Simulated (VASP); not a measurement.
# SiO2 (P4_12_12) in VASP: further runs

SiO2 is run at these levels: PBE; tasks: single point, relaxation of the atoms.

Everything below comes from runs of VASP 6.6.1. Logs are shortened: lines on timing, memory, paths and dates and some standing lists are left out, and cuts for length are marked.

## 1. The cell of the first run

Symmetry: P4_12_12, No. 92, tetragonal system. The conventional cell has a = 4.599 Å, b = 4.599 Å, c = 6.130 Å, α = 90.00°, β = 90.00°, γ = 90.00°. Within 2.2 Å of Si (site symmetry 2) lie 4 O at 1.62 Å. O (site symmetry 1) has 2 Si at 1.62 Å within 2.2 Å.

## 2. Single point, PBE

Contents of INCAR:

```
SYSTEM = SiO2
ALGO = Normal
EDIFF = 1E-6
ENCUT = 520
GGA = PE
ISIF = 2
ISMEAR = -1
LASPH = .True.
LCHARG = .False.
LREAL = .False.
LWAVE = .False.
NBANDS = 44
NELM = 100
PREC = Accurate
SIGMA = 0.02
```

Contents of KPOINTS:

```
k-points
0
Gamma
  5 5 4
  0 0 0
```

Contents of POSCAR:

```
SiO2
1.0
    4.5990000000      0.0000000000      0.0000000000
    0.0000000000      4.5990000000      0.0000000000
    0.0000000000      0.0000000000      6.1300000000
Si O
4 8
Direct
    0.3412405351      0.3412405351      0.0000000000
    0.1587594649      0.8412405351      0.2500000000
    0.6587594649      0.6587594649      0.5000000000
    0.8412405351      0.1587594649      0.7500000000
    0.2212004616      0.1847437058      0.2195231248
    0.3152562942      0.7212004616      0.4695231248
    0.7787995384      0.8152562942      0.7195231248
    0.6847437058      0.2787995384      0.9695231248
    0.7212004616      0.3152562942      0.5304768752
    0.8152562942      0.7787995384      0.2804768752
    0.2787995384      0.6847437058      0.0304768752
    0.1847437058      0.2212004616      0.7804768752
```

Potentials or basis: VASP PAW PBE potentials, release 64 (Si, O).

Run with:

```
$ cat potpaw_PBE.64/Si/POTCAR potpaw_PBE.64/O/POTCAR > POTCAR
$ mpirun -np 1 vasp_std > vasp.out
```

OUTCAR:

```text
SYSTEM = SiO2
   EDIFF = 1E-6
   ENCUT = 520
   GGA = PE
   ISIF = 2
   ISMEAR = -1
   LASPH = .True.
   LREAL = .False.
   NELM = 100
   PREC = Accurate

 ion  position               nearest neighbor table
   1  0.341  0.341  0.000-   8 1.62  11 1.62   5 1.62  12 1.62   2 2.89   4 2.89   2 2.89   4 2.89

   2  0.159  0.841  0.250-   5 1.62  10 1.62   6 1.62  11 1.62   1 2.89   3 2.89   1 2.89   3 2.89

   3  0.659  0.659  0.500-   6 1.62   9 1.62   7 1.62  10 1.62   2 2.89   4 2.89   4 2.89   2 2.89

   4  0.841  0.159  0.750-   7 1.62  12 1.62   9 1.62   8 1.62   1 2.89   3 2.89   3 2.89   1 2.89

   5  0.221  0.185  0.220-   2 1.62   1 1.62
   6  0.315  0.721  0.470-   3 1.62   2 1.62
   7  0.779  0.815  0.720-   4 1.62   3 1.62
   8  0.685  0.279  0.970-   1 1.62   4 1.62
   9  0.721  0.315  0.530-   3 1.62   4 1.62
  10  0.815  0.779  0.280-   2 1.62   3 1.62
  11  0.279  0.685  0.030-   1 1.62   2 1.62
  12  0.185  0.221  0.780-   4 1.62   1 1.62

  LATTYP: Found a simple tetragonal cell.
 ALAT       =     4.5990000000
 C/A-ratio  =     1.3328984562

  Lattice vectors:

 A1 = (   4.5990000000,   0.0000000000,   0.0000000000)
 A2 = (   0.0000000000,   4.5990000000,   0.0000000000)
 A3 = (   0.0000000000,   0.0000000000,   6.1300000000)

Analysis of symmetry for initial positions (statically):
=====================================================================
 Subroutine PRICEL returns:
 Original cell was already a primitive cell.

 Routine SETGRP: Setting up the symmetry group for a
 simple tetragonal supercell.

 Subroutine GETGRP returns: Found  8 space group operations
 (whereof  2 operations were pure point group operations)
 out of a pool of 16 trial point group operations.

The static configuration has the point symmetry C_2 .
 The point group associated with its full space group is D_4 .

Analysis of symmetry for dynamics (positions and initial velocities):
=====================================================================
 Subroutine PRICEL returns:
 Original cell was already a primitive cell.

 Routine SETGRP: Setting up the symmetry group for a
 simple tetragonal supercell.

 Subroutine GETGRP returns: Found  8 space group operations
 (whereof  2 operations were pure point group operations)
 out of a pool of 16 trial point group operations.

The dynamic configuration has the point symmetry C_2 .
 The point group associated with its full space group is D_4 .

 Subroutine INISYM returns: Found  8 space group operations
 (whereof  2 operations are pure point group operations),
 and found     1 'primitive' translations

----------------------------------------------------------------------------------------

                                     Primitive cell

  volume of cell :     129.6544

  direct lattice vectors                    reciprocal lattice vectors
     4.599000000  0.000000000  0.000000000     0.217438574  0.000000000  0.000000000
     0.000000000  4.599000000  0.000000000     0.000000000  0.217438574  0.000000000
     0.000000000  0.000000000  6.130000000     0.000000000  0.000000000  0.163132137

  length of vectors
     4.599000000  4.599000000  6.130000000     0.217438574  0.217438574  0.163132137

  position of ions in fractional coordinates (direct lattice)
     0.341240535  0.341240535  0.000000000
     0.158759465  0.841240535  0.250000000
     0.658759465  0.658759465  0.500000000
     0.841240535  0.158759465  0.750000000
     0.221200462  0.184743706  0.219523125
     0.315256294  0.721200462  0.469523125
     0.778799538  0.815256294  0.719523125
     0.684743706  0.278799538  0.969523125
     0.721200462  0.315256294  0.530476875
     0.815256294  0.778799538  0.280476875
     0.278799538  0.684743706  0.030476875
     0.184743706  0.221200462  0.780476875

  ion indices of the primitive-cell ions
   primitive index   ion index
                 1           1
                 2           2
                 3           3
                 4           4
                 5           5
                 6           6
                 7           7
                 8           8
                 9           9
                10          10
                11          11
                12          12

----------------------------------------------------------------------------------------

 KPOINTS: k-points

Automatic generation of k-mesh.
 Grid dimensions read from file:
 generate k-points for:    5    5    4

 Generating k-lattice:

  Cartesian coordinates                     Fractional coordinates (reciprocal lattice)
     0.043487715  0.000000000  0.000000000     0.200000000  0.000000000  0.000000000
     0.000000000  0.043487715  0.000000000     0.000000000  0.200000000  0.000000000
     0.000000000  0.000000000  0.040783034     0.000000000  0.000000000  0.250000000

  Length of vectors
     0.043487715  0.043487715  0.040783034

  Shift w.r.t. Gamma in fractional coordinates (k-lattice)
     0.000000000  0.000000000  0.000000000

 Subroutine IBZKPT returns following result:
 ===========================================

 Found     18 irreducible k-points:

 Following reciprocal coordinates:
            Coordinates               Weight
  0.000000  0.000000  0.000000      1.000000
  0.200000  0.000000  0.000000      4.000000
  0.400000  0.000000  0.000000      4.000000
  0.200000  0.200000  0.000000      4.000000
  0.400000  0.200000  0.000000      8.000000
  0.400000  0.400000  0.000000      4.000000
[... 10 lines left out ...]
  0.400000  0.200000  0.500000      8.000000
  0.400000  0.400000  0.500000      4.000000
   k-points           NKPTS =     18   k-points in BZ     NKDIM =     18   number of bands    NBANDS=     44
   number of dos      NEDOS =    301   number of ions     NIONS =     12
   total plane-waves  NPLWV =  62208
   dimension x,y,z NGX =    36 NGY =   36 NGZ =   48
   dimension x,y,z NGXF=    72 NGYF=   72 NGZF=   96
   ions per type =               4   8
   NGX,Y,Z   is equivalent  to a cutoff of  13.01, 13.01, 13.02 a.u.
   NGXF,Y,Z  is equivalent  to a cutoff of  26.03, 26.03, 26.04 a.u.
 SYSTEM =  SiO2
   PREC   = accura    normal or accurate (medium, high low for compatibility)
   ISTART =      0    job   : 0-new  1-cont  2-samecut
   ICHARG =      2    charge: 1-file 2-atom 10-const
   ISPIN  =      1    spin polarized calculation?
   LNONCOLLINEAR =      F non collinear calculations
   LSORBIT =      F    spin-orbit coupling
   LASPH  =      T    aspherical Exc in radial PAW
   ENCUT  =  520.0 eV  38.22 Ry    6.18 a.u.   8.55  8.55 11.40*2*pi/ulx,y,z
   NELM   =    100;   NELMIN=  2; NELMDL= -5     # of ELM steps
   EDIFF  = 0.1E-05   stopping-criterion for ELM
   LREAL  =      F    real-space projection
   EDIFFG = 0.1E-04   stopping-criterion for IOM
   NSW    =      0    number of steps for IOM
   IBRION =     -1    ionic relax: 0-MD 1-quasi-New 2-CG
   NFREE  =      0    steps in history (QN), initial steepest desc. (CG)
   ISIF   =      2    stress and relaxation
   ISYM   =      2    0-nonsym 1-usesym 2-fastsym
   POTIM  = 0.5000    time-step for ionic-motion
   TEBEG  =    0.0;   TEEND  =   0.0 temperature during run
   PSTRESS=    0.0 pullay stress
   NELECT =      64.0000    total number of electrons
   NUPDOWN=      -1.0000    fix difference up-down
   EMIN   =  10.00;   EMAX   =-10.00  energy-range for DOS
   EFERMI =   0.00;   METHOD = LEGACY
   ISMEAR =    -1;   SIGMA  =   0.02  broadening in eV -4-tet -1-fermi 0-gaus
   EFERMI_NEDOS =   21; number of points for ismear=-14 and -15
   IALGO  =     38    algorithm
   IMIX   =      4    mixing-type and parameters
     AMIX     =   0.40;   BMIX     =  1.00
     AMIX_MAG =   1.60;   BMIX_MAG =  1.00
  volume/ion in A,a.u.               =      10.80        72.91
  Fermi-wavevector in a.u.,A,eV,Ry     =   1.293816  2.444957 22.775593  1.673959
  Thomas-Fermi vector in A             =   2.425438
   LORBIT       =      0    0 simple, 1 ext, 2 COOP (PROOUT), +10 PAW based schemes
   GGA     = PE    functional components
   LHFCALC =     F    Hartree Fock is set to
   AEXX    =    0.0000 exact exchange contribution
   IVDW    =     0    specifies the selected vdW correction
   LEPSILON=     F    determine dielectric tensor
   LRPA    =     F    only Hartree local field effects (RPA)
 non-spin polarized calculation
  energy-cutoff  :      520.00
  volume of cell :      129.65
 maximum number of plane-waves:      3519
 NGX is ok and might be reduce to    36
   NGX = 17   NGY = 17   NGZ = 23

 number of electron      64.0000036 magnetization

 Free energy of the ion-electron system (eV)
  ---------------------------------------------------
  ext. energy  EPLUGINS =         0.00000000
  ---------------------------------------------------
  free energy    TOTEN  =       -93.48238683 eV

  energy without entropy =      -93.48238683  energy(sigma->0) =      -93.48238683

 E-fermi :   3.1019     XC(G=0): -10.1504

 val. band max:        2.6848648242   @ k =   0.0000   0.0000   0.0000
 cond. band min:       8.6084287287   @ k =   0.0000   0.0000   0.0000
 fundamental gap:      5.9235639046
 Fermi energy:         3.1018506956

 k-point     1 :       0.0000    0.0000    0.0000
  band No.  band energies     occupation
      1     -17.2683      2.00000
      2     -16.0814      2.00000
      3     -16.0814      2.00000
      4     -14.8952      2.00000
      5     -14.8368      2.00000
      6     -14.8368      2.00000
[... 36 lines left out ...]
     43      15.0035      0.00000
     44      15.1931      0.00000

 k-point     2 :       0.2000    0.0000    0.0000
  band No.  band energies     occupation
      1     -17.1497      2.00000
      2     -16.1607      2.00000
      3     -15.9726      2.00000
      4     -14.9944      2.00000
      5     -14.9182      2.00000
      6     -14.8210      2.00000
[... 744 lines left out ...]
 k-point    18 :       0.4000    0.4000    0.5000
  band No.  band energies     occupation
      1     -16.2544      2.00000
      2     -16.2544      2.00000
      3     -15.7538      2.00000
      4     -15.7538      2.00000
      5     -15.0022      2.00000
      6     -15.0022      2.00000
[... 36 lines left out ...]
     43      14.0855      0.00000
     44      14.0855      0.00000

------------------------ aborting loop because EDIFF is reached ----------------------------------------

  FORCE on cell =-STRESS in cart. coord.  units (eV):
  Direction    XX          YY          ZZ          XY          YZ          ZX
  --------------------------------------------------------------------------------------
  -------------------------------------------------------------------------------------
  Total       10.0904973     10.0904973      9.8267121      0.0000000      0.0000000      0.0000000
  in kB      124.6912156    124.6912156    121.4315451      0.0000000      0.0000000      0.0000000
  external PRESSURE =     123.6046588 kB  Pullay stress =       0.0000000 kB

 VOLUME and BASIS-vectors are now :
 -----------------------------------------------------------------------------
  energy-cutoff  :      520.00
  volume of cell :      129.65
      direct lattice vectors                 reciprocal lattice vectors
     4.599000000  0.000000000  0.000000000     0.217438574  0.000000000  0.000000000
     0.000000000  4.599000000  0.000000000     0.000000000  0.217438574  0.000000000
     0.000000000  0.000000000  6.130000000     0.000000000  0.000000000  0.163132137

 POSITION                                       TOTAL-FORCE (eV/Angst)
 -----------------------------------------------------------------------------------
      1.56937      1.56937      0.00000         0.014659      0.014659      0.000000
      0.73013      3.86887      1.53250        -0.014659      0.014659      0.000000
      3.02963      3.02963      3.06500        -0.014659     -0.014659      0.000000
      3.86887      0.73013      4.59750         0.014659     -0.014659      0.000000
      1.01730      0.84964      1.34568        -0.003393      0.010351      0.014108
      1.44986      3.31680      2.87818        -0.010351     -0.003393      0.014108
      3.58170      3.74936      4.41068         0.003393     -0.010351      0.014108
      3.14914      1.28220      5.94318         0.010351      0.003393      0.014108
      3.31680      1.44986      3.25182        -0.003393     -0.010351     -0.014108
      3.74936      3.58170      1.71932        -0.010351      0.003393     -0.014108
      1.28220      3.14914      0.18682         0.003393      0.010351     -0.014108
      0.84964      1.01730      4.78432         0.010351     -0.003393     -0.014108
 -----------------------------------------------------------------------------------
    total drift:                               -0.000000      0.000000      0.000000

  FREE ENERGIE OF THE ION-ELECTRON SYSTEM (eV)
  ---------------------------------------------------
  free  energy   TOTEN  =       -93.4823868290 eV

  energy  without entropy=      -93.4823868290  energy(sigma->0) =      -93.48238683
```

Run time: 2.4 min. Hardware: 1 thread of Intel Xeon 8259CL, shared host; peak memory 0.26 GiB.

What came out:

```
Free energy            : -93.4824 eV
Pressure               : 12.4 GPa
Largest force          : 0.021 eV/Å
Band gap on the k mesh : 5.92 eV
```

Forces in eV/Å, atoms in the order of the input:
```
Si   0.015  0.015  0.000
Si  -0.015  0.015  0.000
Si  -0.015 -0.015  0.000
Si   0.015 -0.015  0.000
O   -0.003  0.010  0.014
O   -0.010 -0.003  0.014
O    0.003 -0.010  0.014
O    0.010  0.003  0.014
O   -0.003 -0.010 -0.014
O   -0.010  0.003 -0.014
O    0.003  0.010 -0.014
O    0.010 -0.003 -0.014
```

Stress tensor (GPa, compression positive):
```
12.47  0.00  0.00
 0.00 12.47  0.00
 0.00  0.00 12.14
```

Levels at points of the mesh, in eV from the valence-band top:
| k point | band 30 | band 31 | band 32 | band 33 | band 34 | band 35 |
| --- | --- | --- | --- | --- | --- | --- |
| (0.00, 0.00, 0.00) | -0.87 | -0.87 | 0.00 | 5.92 | 8.79 | 8.79 |
| (0.00, 0.00, 0.50) | -1.07 | -0.48 | -0.48 | 7.48 | 7.48 | 8.81 |

Caveat: the cell stands under pressure. A k mesh can miss the band edges.

## 3. Relaxation of the atoms, PBE

Contents of INCAR:

```
SYSTEM = SiO2
PREC     = Accurate       ! precision mode
ENCUT    = 520            ! plane-wave cutoff, eV
EDIFF    = 1E-7           ! SCF threshold, eV
ISMEAR   = -1             ! smearing method
SIGMA    = 0.02           ! smearing width, eV
LREAL    = .FALSE.        ! projectors in reciprocal space
LASPH    = .TRUE.         ! aspherical terms in the spheres
NELM     = 100            ! most SCF steps
ALGO     = Normal         ! electronic algorithm
ISIF     = 2              ! what is computed and relaxed
LWAVE    = .FALSE.        ! write WAVECAR
LCHARG   = .FALSE.        ! write CHGCAR
GGA      = PE             ! functional
IBRION   = 2              ! ionic algorithm
NSW      = 80             ! ionic steps
EDIFFG   = -0.02          ! ionic threshold
```

Contents of KPOINTS:

```
regular mesh
0
G
  5 5 4
  0 0 0
```

Contents of POSCAR:

```
SiO2
1.0
    4.5990000000      0.0000000000      0.0000000000
    0.0000000000      4.5990000000      0.0000000000
    0.0000000000      0.0000000000      6.1300000000
Si O
4 8
Direct
    0.3396000000      0.3396000000      0.0000000000
    0.1604000000      0.8396000000      0.2500000000
    0.6604000000      0.6604000000      0.5000000000
    0.8396000000      0.1604000000      0.7500000000
    0.2238000000      0.1800000000      0.2164000000
    0.3200000000      0.7238000000      0.4664000000
    0.7762000000      0.8200000000      0.7164000000
    0.6800000000      0.2762000000      0.9664000000
    0.7238000000      0.3200000000      0.5336000000
    0.8200000000      0.7762000000      0.2836000000
    0.2762000000      0.6800000000      0.0336000000
    0.1800000000      0.2238000000      0.7836000000
```

Potentials or basis: VASP PAW PBE potentials, release 64 (Si, O).

Run with:

```
$ cat potpaw_PBE.64/Si/POTCAR potpaw_PBE.64/O/POTCAR > POTCAR
$ mpirun -np 1 vasp_std > vasp.out
```

Run time: 14 min. Hardware: 1 thread of Oxide Virtual Turin-like, shared host; peak memory 0.23 GiB.

The run converged. Its results:

```
Free energy               : -93.4826 eV
Energy gained by relaxing : 5.2 meV/atom
Ionic steps               : 11
Pressure after relaxing   : 12.1 GPa
Band gap on the k mesh    : 5.91 eV
```

Stress tensor (GPa, compression positive):
```
12.21  0.00  0.00
 0.00 12.21  0.00
 0.00  0.00 11.89
```

The path:
```csv
step,energy change (eV),largest force (eV/Å),pressure (GPa)
1,0.0000,0.5182,17.15
2,-0.0391,0.4807,13.54
3,-0.0419,0.3854,14.24
4,-0.0483,0.3940,11.30
5,-0.0582,0.0808,12.57
6,-0.0598,0.0727,12.53
7,-0.0621,0.0474,12.40
8,-0.0622,0.0472,12.38
9,-0.0612,0.1437,12.11
10,-0.0624,0.0219,12.30
11,-0.0625,0.0015,12.10
```

Final structure:
```cif
data_structure
_symmetry_space_group_name_H-M 'P 1'
_symmetry_Int_Tables_number 1
_cell_length_a 4.5990
_cell_length_b 4.5990
_cell_length_c 6.1300
_cell_angle_alpha 90.000
_cell_angle_beta 90.000
_cell_angle_gamma 90.000
_cell_volume 129.65
loop_
_atom_site_label
_atom_site_type_symbol
_atom_site_fract_x
_atom_site_fract_y
_atom_site_fract_z
_atom_site_occupancy
Si1 Si 0.34163 0.34163 0.00000 1
Si2 Si 0.15837 0.84163 0.25000 1
Si3 Si 0.65837 0.65837 0.50000 1
Si4 Si 0.84163 0.15837 0.75000 1
O1 O 0.22120 0.18517 0.21960 1
O2 O 0.31483 0.72120 0.46960 1
O3 O 0.77880 0.81483 0.71960 1
O4 O 0.68517 0.27880 0.96960 1
O5 O 0.72120 0.31483 0.53040 1
O6 O 0.81483 0.77880 0.28040 1
O7 O 0.27880 0.68517 0.03040 1
O8 O 0.18517 0.22120 0.78040 1
```

Levels at points of the mesh, in eV from the valence-band top:
| k point | band 28 | band 29 | band 30 | band 31 | band 32 | band 33 | band 34 | band 35 | band 36 | band 37 |
| --- | --- | --- | --- | --- | --- | --- | --- | --- | --- | --- |
| (0.00, 0.00, 0.00) | -1.22 | -1.20 | -0.87 | -0.87 | 0.00 | 5.91 | 8.77 | 8.77 | 8.92 | 9.94 |
| (0.00, 0.00, 0.50) | -1.38 | -1.07 | -1.07 | -0.48 | -0.48 | 7.46 | 7.46 | 8.80 | 8.80 | 10.57 |
